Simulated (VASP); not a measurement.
Ru:

```xyz
2
Lattice="2.7078 0.0000 0.0000 -1.3539 2.3450 0.0000 0.0000 0.0000 4.2681" Properties=species:S:1:pos:R:3 pbc="T T T"
Ru    0.0000    1.5634    1.0670
Ru    1.3539    0.7817    3.2011
```

* Program: VASP 6.6.1
* Task: relaxation of cell and atoms
* Functional: PBEsol
* Potentials or basis: VASP PAW PBE potentials, release 64 (Ru_pv)
* Cutoff: 600 eV
* k mesh: 15 × 15 × 8
* Occupations: gaussian, width 0.1 eV
* Spin: no spin polarisation

At the start: pressure -5.8 GPa; volume 13.55 Å³/atom.

Q: Where does the relaxation end?

A: Over 13 steps the energy falls by 4.5 meV/atom and the volume is 13.32 Å³/atom (-1.7 %); space group P6_3/mmc (No. 194, to 0.1 Å) before and after.

Step by step:
| step | energy change (eV) | largest force (eV/Å) | pressure (GPa) | volume (Å³) |
| --- | --- | --- | --- | --- |
| 1 | 0.0000 | 0.0000 | -5.85 | 27.10 |
| 2 | 0.0833 | 0.0000 | 21.96 | 25.21 |
| 3 | -0.0088 | 0.0000 | -0.15 | 26.64 |
| 4 | -0.0088 | 0.0000 | 0.06 | 26.63 |
| 5 | -0.0089 | 0.0000 | 0.04 | 26.63 |
| 6 | -0.0089 | 0.0000 | 0.03 | 26.63 |
| 7 | -0.0089 | 0.0000 | 0.03 | 26.63 |
| 8 | -0.0089 | 0.0000 | 0.04 | 26.63 |
| 9 | -0.0089 | 0.0000 | 0.03 | 26.63 |
| 10 | -0.0089 | 0.0000 | 0.03 | 26.63 |
| 11 | -0.0089 | 0.0000 | -0.04 | 26.64 |
| 12 | -0.0089 | 0.0000 | -0.03 | 26.63 |
| 13 | -0.0089 | 0.0000 | 0.00 | 26.63 |

Final structure:
```
Ru
1.0
     2.68968    0.00000    0.00000
    -1.34484    2.32933    0.00000
     0.00000    0.00000    4.25051
Ru
2
Direct
  0.33333 0.66667 0.25000
  0.66667 0.33333 0.75000
```

Caveat: the PAW data sets were made with another functional, which shifts forces and pressure a little.
